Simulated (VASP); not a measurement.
Here is a VASP 6.6.1 calculation.

INCAR

```
ALGO = Normal
EDIFF = 1E-7
EDIFFG = -0.05
ENCUT = 500
GGA = PE
GGA_COMPAT = F
IBRION = 2
ISIF = 3
ISMEAR = 0
LASPH = T
LCHARG = F
LREAL = F
LWAVE = F
NELM = 120
NELMIN = 4
NSW = 80
PREC = Accurate
SIGMA = 0.1
```

KPOINTS

```
k-points
0
Gamma
  8 8 8
```

Contents of POSCAR:

```
P
1.0
    2.6146217088      0.0000000000      0.0000000000
    0.0000000000      2.6146217088      0.0000000000
    0.0000000000      0.0000000000      2.6146217088
P
1
Direct
    0.0000000000      0.0000000000      0.0000000000
```

Potentials or basis: VASP PAW PBE potentials, release 64 (P).

The run is started by

```console
$ cat potpaw_PBE.64/P/POTCAR > POTCAR
$ mpirun -np 1 vasp_std > vasp.out
```

(1) What does it give for the band gap on the k mesh?

(2) What does it give for the relaxed volume?

(3) Estimate the relaxed cell.

Results:

(1) zero (an odd number of electrons rules out a gap without spin polarisation).

(2) 14.55 Å³/atom.

(3) a = 2.441 Å, b = 2.441 Å, c = 2.441 Å, α = 90.00°, β = 90.00°, γ = 90.00°.

Caveat: the volume moved by over 15 % at a fixed basis, so the end points are rough; an odd number of electrons without spin polarisation forces a metal; a magnetic or distorted state may lie lower.
